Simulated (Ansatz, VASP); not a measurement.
**Two plane-wave programs on WS2**

```
W S
1.0
     1.57900    0.91164    6.16333
    -1.57900    0.91164    6.16333
     0.00000   -1.82327    6.16333
W S
1 2
Direct
  0.92893 0.92893 0.09347
  0.75030 0.75030 0.75030
  0.58100 0.58100 0.58100
```

Alike in both runs: task single point; functional PBEsol; dispersion D3(BJ); k mesh 12 × 12 × 12; occupations gaussian, width 0.05 eV; no spin polarisation.

|  | VASP | Ansatz |
| --- | --- | --- |
| version | VASP 6.6.1 | Ansatz 0.2.0 |
| potentials or method | VASP PAW PBE potentials, release 64 (W_sv, S), cutoff 520 eV | scalar-relativistic, plane waves, PAW |
| valence electrons in the cell | 26 | 26 |

```csv
,VASP,Ansatz,Ansatz less VASP
pressure (GPa),11.9,11.8,-0.07
"traceless stress, the component that is largest in VASP (GPa)",20.84,21.00,+0.158
rms of the force components (eV/Å),5.699,5.698,-0.0017
```

VASP's potentials were made for PBE, not for PBEsol. Atom by atom the forces differ by 0.019 eV/Å (rms over components).

Spin-orbit coupling is off throughout.
